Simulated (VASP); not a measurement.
Set up this calculation in VASP 6.6.1, as the native input.

```yaml
Task: single point
Functional: PBE
Potentials_or_basis: VASP PAW PBE potentials, release 64 (Ga_d, P)
Cutoff: 520 eV
k_mesh: 10 × 10 × 10
Occupations: gaussian, width 0.05 eV
Spin: no spin polarisation
Dipole_correction: no
Further_INCAR_settings: ALGO = Normal; EDIFF = 1e-06; NBANDS = 16
```

The structure of GaP lies in POSCAR:

```
GaP
1.0
    0.0000000000      2.5861973891      2.8019473338
    2.8019473338      0.0000000000      2.8019473338
    2.8019473338      2.5861973891      0.0000000000
Ga P
1 1
Direct
    0.0000000000      0.0000000000      0.0000000000
    0.7500000000      0.7500000000      0.7500000000
```

This cell differs from its parent crystal: volume 20.304 Å^3 an atom, c/a of the conventional cell 0.9230.

The input as run:

INCAR

```
SYSTEM = GaP
PREC = Accurate
ENCUT = 520
EDIFF = 1E-6
ISMEAR = 0
SIGMA = 0.05
LREAL = .FALSE.
LASPH = .TRUE.
NELM = 60
ALGO = Normal
ISIF = 2
LWAVE = .FALSE.
LCHARG = .FALSE.
GGA = PE
NBANDS = 16
```

KPOINTS

```
Automatic mesh
0
G
  10 10 10
  0 0 0
```

Potentials or basis: VASP PAW PBE potentials, release 64 (Ga_d, P).

Command:

```sh
$ cat potpaw_PBE.64/Ga_d/POTCAR potpaw_PBE.64/P/POTCAR > POTCAR
$ mpirun -np 1 vasp_std > vasp.out
```

Results of the run:

| Property | Result |
| --- | --- |
| Pressure | 2.0 GPa |
| Band gap on the k mesh | 0.87 eV, indirect (least direct gap 1.50 eV) |

Wall time 26 s on 1 thread of Intel(R) Xeon(R) 6975P-C (Granite Rapids), with other jobs on the host, peak memory 0.2 GiB.
